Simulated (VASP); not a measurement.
A run of VASP 6.6.1:

The input INCAR:

```
SYSTEM = CdF2
  PREC = Accurate
  ENCUT = 700
  EDIFF = 1E-6
  ISMEAR = 0
  SIGMA = 0.05
  LREAL = .False.
  LASPH = .True.
  NELM = 120
  ALGO = Normal
  ISIF = 2
  LWAVE = .False.
  LCHARG = .True.
  GGA = PS
  LELF = .True.
  LVHAR = .True.
  NBANDS = 24
  GGA_COMPAT = .False.
```

KPOINTS

```
regular mesh
0
Gamma
  8 8 8
  0 0 0
```

The input POSCAR:

```
CdF2
1.0
   -0.1287982779      2.6311648190      2.6311648190
    2.6311648190     -0.1287982779      2.6311648190
    2.6311648190      2.6311648190     -0.1287982779
Cd F
1 2
Direct
    0.0000000000      0.0000000000      0.0000000000
    0.2500000000      0.2500000000      0.2500000000
    0.7500000000      0.7500000000      0.7500000000
```

Potentials or basis: VASP PAW PBE potentials, release 64 (Cd_sv_GW, F).

Command:

```console
$ cat potpaw_PBE.64/Cd_sv_GW/POTCAR potpaw_PBE.64/F/POTCAR > POTCAR
$ mpirun -np 1 vasp_std > vasp.out
```

Hardware: 1 thread of AMD EPYC 7R13 Processor (Zen 3) (shared host).

Problem. How long does it take, and how much memory?

Solution. Run time: 71 s on 1 thread of AMD EPYC 7R13 Processor (Zen 3), with other jobs on the host, peak memory 0.22 GiB. Counts: scf iterations 14, k points 65.
